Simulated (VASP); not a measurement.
Set up this calculation in VASP 6.6.1, as the native input.

```
Task                   : electric field gradients
Functional             : LDA
Potentials or basis    : VASP PAW LDA potentials, release 64 (Hg, Pt)
Cutoff                 : 400 eV
k mesh                 : 12 × 12 × 9
Occupations            : fermi-dirac, width 0.05 eV
Spin                   : no spin polarisation
Dipole correction      : no
Further INCAR settings : ALGO = Normal; EDIFF = 1e-08; NBANDS = 18
```

The structure of HgPt lies in POSCAR:

```
HgPt
1.0
    2.6847207018      0.0000000000      0.0000000000
    0.0000000000      2.6847207018      0.0000000000
    0.0000000000      0.0000000000      3.5406592716
Hg Pt
1 1
Direct
    0.0000000000      0.0000000000      0.0000000000
    0.5000000000      0.5000000000      0.5000000000
```

One way to write it, as run:

INCAR

```
  PREC = Accurate
  ENCUT = 400
  EDIFF = 1E-8
  ISMEAR = -1
  SIGMA = 0.05
  LREAL = False
  LASPH = True
  NELM = 120
  ALGO = Normal
  ISIF = 2
  LWAVE = False
  LCHARG = False
  GGA = CA
  LEFG = True
  NBANDS = 18
  GGA_COMPAT = False
```

KPOINTS

```
regular mesh
0
Gamma
  12 12 9
```

Potentials or basis: VASP PAW LDA potentials, release 64 (Hg, Pt).

Run with:

```sh
$ cat potpaw_LDA.64/Hg/POTCAR potpaw_LDA.64/Pt/POTCAR > POTCAR
$ mpirun -np 1 vasp_std > vasp.out
```

Results of the run:

| Property | Result |
| --- | --- |
| Pressure | 119.5 GPa |
| Band gap on the k mesh | zero (bands 11 and 12 overlap by 5.27 eV) |
| Largest electric field gradient by atom | Hg -149.1; Pt +138.4 V/Å² |

Caveat: the cell stands under pressure; without QUAD_EFG the Cq values of the log hold for a quadrupole moment of 1 mb, not for the nuclei; spin-orbit coupling is left out, which moves the levels of the heavy elements.

It took 21 s on 1 thread of AMD EPYC 9R45 96-Core Processor (Zen 5), on a shared host, peak memory 0.12 GiB.
